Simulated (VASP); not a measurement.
BN (ke600):

```xyz
4
Lattice="2.5228 0.0000 0.0000 -1.2614 2.1848 0.0000 0.0000 0.0000 4.1745" Properties=species:S:1:pos:R:3 pbc="T T T"
B     1.2614    0.7283    4.1733
B     0.0000    1.4565    2.0860
N     1.2614    0.7283    2.6102
N     0.0000    1.4565    0.5230
```

Base run:

```yaml
Program: VASP 6.6.1
Functional: LDA
Potentials_or_basis: VASP PAW LDA potentials, release 64 (B_h, N_h)
Cutoff: 910 eV
k_mesh: 12 × 12 × 6
Occupations: gaussian, width 0.02 eV
Spin: no spin polarisation
```

Its results: band gap on the k mesh 4.91 eV, indirect (least direct gap 8.28 eV); pressure 0.6 GPa; largest force 0.005 eV/Å.

**Question.** The run is repeated on the same cell with these changes: potentials or basis from VASP PAW LDA potentials, release 64 (B_h, N_h) to VASP PAW LDA potentials, release 64 (B, N); cutoff from 910 eV to 520 eV. What comes out?

**Answer.** Band gap on the k mesh 4.90 eV, indirect (least direct gap 8.28 eV); pressure 1.2 GPa; largest force 0.005 eV/Å.

Caveats: the cutoff is under 1.25 times the usual one of these potentials, so pressure, stress and relaxed cells hold a basis-set (Pulay) error (some runs).

A k mesh can miss the band edges.
